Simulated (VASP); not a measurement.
Input of a VASP 6.6.1 run:

Contents of INCAR:

```
SYSTEM = Hg
  PREC = Accurate
  ENCUT = 520
  EDIFF = 1E-6
  ISMEAR = 0
  SIGMA = 0.1
  LREAL = .False.
  LASPH = .True.
  NELM = 60
  ALGO = Normal
  ISIF = 2
  LWAVE = .False.
  LCHARG = .False.
  GGA = PS
  NBANDS = 19
```

KPOINTS

```
Automatic mesh
0
Gamma
  6 6 4
  0 0 0
```

File POSCAR:

```
Hg
1.0
    3.4618096384      0.0000000000      0.0000000000
   -1.7309048192      2.9980150899      0.0000000000
    0.0000000000      0.0000000000      5.4875482800
Hg
2
Direct
    0.6666666700      0.3333333300      0.7500000000
    0.3333333300      0.6666666700      0.2500000000
```

Potentials or basis: VASP PAW PBE potentials, release 64 (Hg).

Launch:

```bash
$ cat potpaw_PBE.64/Hg/POTCAR > POTCAR
$ mpirun -np 1 vasp_std > vasp.out
```

Question: Estimate the band gap on the k mesh.

Answer: Zero (band 12 reaches 0.57 eV, above the bottom of band 13 at 0.43 eV).

Question: Predict the pressure.

Answer: -2.1 GPa.

Stress tensor (GPa, compression positive):
```
-2.16  0.00  0.00
 0.00 -2.16  0.00
 0.00  0.00 -2.02
```

Caveat: the PAW data sets were made with another functional, which shifts forces and pressure a little; spin-orbit coupling is left out, which moves the levels of the heavy elements.
